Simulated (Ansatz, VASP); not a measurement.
**BaTe in VASP and in Ansatz**

The input INCAR:

```
ALGO     = Normal         # electronic algorithm
EDIFF    = 1E-6           # SCF threshold, eV
ENCUT    = 520            # plane-wave cutoff, eV
GGA      = PE             # functional
ISIF     = 2              # what is computed and relaxed
ISMEAR   = 0              # smearing method
LASPH    = True           # aspherical terms in the spheres
LCHARG   = False          # write CHGCAR
LREAL    = False          # projectors in reciprocal space
LWAVE    = False          # write WAVECAR
NBANDS   = 15             # bands
NELM     = 100            # most SCF steps
PREC     = Accurate       # precision mode
SIGMA    = 0.05           # smearing width, eV
```

KPOINTS

```
k-points
0
Gamma
  6 6 6
```

Contents of POSCAR:

```
BaTe
1.0
    4.2624660000      0.0000000000      0.0000000000
    0.0000000000      4.2624660000      0.0000000000
    0.0000000000      0.0000000000      4.2624660000
Ba Te
1 1
Direct
    0.0000000000      0.0000000000      0.0000000000
    0.5000000000      0.5000000000      0.5000000000
```

Input for Ansatz:

```yaml
crystal:
  lattice:
    - [4.262466, 0.0, 0.0]
    - [0.0, 4.262466, 0.0]
    - [0.0, 0.0, 4.262466]
  atoms:
    - { symbol: Ba, position: [0.0, 0.0, 0.0] }
    - { symbol: Te, position: [0.5, 0.5, 0.5] }
basis:
  ecutwfc: 420
kpoints:
  mp_grid: { grid: [6, 6, 6] }
hamiltonian:
  xc: pbe
scf:
  occupations: { method: gaussian, width: 0.05 }
output:
  forces: true
  stress: true
  eigenvalues: true
```

Alike in both runs: task single point; functional PBE; k mesh 6 × 6 × 6; occupations gaussian, width 0.05 eV; no spin polarisation.

|  | VASP | Ansatz |
| --- | --- | --- |
| version | VASP 6.6.1 | Ansatz 0.2.0 |
| potentials or method | VASP PAW PBE potentials, release 64 (Ba_sv, Te), cutoff 520 eV | scalar-relativistic, plane waves, PAW |
| valence electrons in the cell | 16 | 26 |

Ansatz gave:

* gap on the k mesh at the Fermi level (eV): 0.88
* least direct gap on the mesh (eV): 1.08
* pressure (GPa): -0.4

Q: Estimate VASP's values.

A: gap on the k mesh at the Fermi level (eV): 0.78; least direct gap on the mesh (eV): 0.98; pressure (GPa): 0.1.

The functional is the same, so the differences come from potentials, cutoffs and numerics. VASP's potentials hold 16 valence electrons a cell and Ansatz's 26, so a difference there can come from the potentials and not from the codes.

Neither program's run includes spin-orbit coupling.
